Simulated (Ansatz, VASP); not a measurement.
TiO2: VASP beside Ansatz

```
CELL_PARAMETERS angstrom
4.59407 0.00000 0.00000
0.00000 4.59407 0.00000
0.00000 0.00000 3.09630
ATOMIC_POSITIONS crystal
Ti 0.50000 0.50000 0.00000
Ti 0.00000 0.00000 0.50000
O 0.69402 0.69402 0.50000
O 0.80598 0.19402 0.00000
O 0.19402 0.80598 0.00000
O 0.30598 0.30598 0.50000
```

Alike in both runs: task single point; functional PBE; k mesh 6 × 6 × 10; occupations gaussian, width 0.02 eV; no spin polarisation; Hubbard terms Ti d U = 4.0 eV.

|  | VASP | Ansatz |
| --- | --- | --- |
| version | VASP 6.6.1 | Ansatz 0.2.0 |
| potentials or method | VASP PAW PBE potentials, release 64 (Ti_sv, O), cutoff 520 eV | scalar-relativistic, plane waves, PAW |
| valence electrons in the cell | 48 | 48 |

Ansatz gave:

```
gap on the k mesh at the Fermi level (eV)                     : 2.23
least direct gap on the mesh (eV)                             : 2.27
pressure (GPa)                                                : -3.3
traceless stress, the component that is largest in VASP (GPa) : -6.54
rms of the force components (eV/Å)                            : 0.000
```

**Question.** Estimate VASP's values.

**Answer.** gap on the k mesh at the Fermi level (eV): 2.26; least direct gap on the mesh (eV): 2.26; pressure (GPa): 0.4; traceless stress, the component that is largest in VASP (GPa): -6.40; rms of the force components (eV/Å): 0.043.

The programs project onto different local orbitals, so the same U acts differently, and such runs can settle in different states. Atom by atom the forces differ by 0.043 eV/Å (rms over components).
